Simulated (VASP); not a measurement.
Wanted: the native input for a VASP 6.6.1 run.

```yaml
Task: single point
Functional: revPBE
Dispersion: D3(BJ)
Potentials_or_basis: VASP PAW PBE potentials, release 64 (Mg, O)
Cutoff: 520 eV
k_mesh: 10 × 10 × 10
Occupations: gaussian, width 0.05 eV
Spin: no spin polarisation
Dipole_correction: no
Further_INCAR_settings: ALGO = Normal; EDIFF = 1e-07; NBANDS = 11
```

The structure of MgO lies in POSCAR:

```
MgO
1.0
    0.0000000000      2.1260736234      2.1260736234
    2.1260736234      0.0000000000      2.1260736234
    2.1260736234      2.1260736234      0.0000000000
Mg O
1 1
Direct
    0.0000000000      0.0000000000      0.0000000000
    0.5000000000      0.5000000000      0.5000000000
```

This cell differs from its parent crystal: volume scaled by 1.04.

These files were run (other wordings do the same):

INCAR

```
SYSTEM = MgO
PREC = Accurate
ENCUT = 520
EDIFF = 1E-7
ISMEAR = 0
SIGMA = 0.05
LREAL = .False.
LASPH = .True.
NELM = 80
ALGO = Normal
ISIF = 2
LWAVE = .False.
LCHARG = .False.
GGA = RE
IVDW = 12
NBANDS = 11
```

KPOINTS

```
Automatic mesh
0
Gamma
  10 10 10
  0 0 0
```

Potentials or basis: VASP PAW PBE potentials, release 64 (Mg, O).

Run with:

```console
$ cat potpaw_PBE.64/Mg/POTCAR potpaw_PBE.64/O/POTCAR > POTCAR
$ mpirun -np 1 vasp_std > vasp.out
```

Results of the run:

```json
{
  "Pressure": "-6.7 GPa",
  "Band gap on the k mesh": "4.54 eV, direct",
  "Dispersion energy per atom": "-0.556 eV"
}
```

Caveat: the PAW data sets were made with another functional, which shifts forces and pressure a little.

Wall time 10 s on 1 thread of Intel(R) Xeon(R) Platinum 8488C (Sapphire Rapids), with other jobs on the host, peak memory 0.15 GiB.
